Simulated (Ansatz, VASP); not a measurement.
# One calculation of Li2O, two programs

```
O Li
1.0
     0.00000    2.30000    2.30000
     2.30000    0.00000    2.30000
     2.30000    2.30000    0.00000
O Li
1 2
Direct
  0.00000 0.00000 0.00000
  0.25000 0.25000 0.25000
  0.75000 0.75000 0.75000
```

Alike in both runs: task single point; functional PBE; k mesh 8 × 8 × 8; occupations gaussian, width 0.02 eV; no spin polarisation.

```csv
,VASP,Ansatz
version,VASP 6.6.1,Ansatz 0.2.0
potentials or method,"VASP PAW PBE potentials, release 64 (O, Li_sv), cutoff 750 eV","scalar-relativistic, plane waves, PAW"
valence electrons in the cell,12,12
```

Ansatz gave:

```
gap on the k mesh at the Fermi level (eV) : 5.02
least direct gap on the mesh (eV)         : 5.36
pressure (GPa)                            : 1.3
```

Task: Which values does VASP return?

Result: gap on the k mesh at the Fermi level (eV): 5.00; least direct gap on the mesh (eV): 5.36; pressure (GPa): 1.1.

The functional is the same, so the differences come from potentials, cutoffs and numerics.
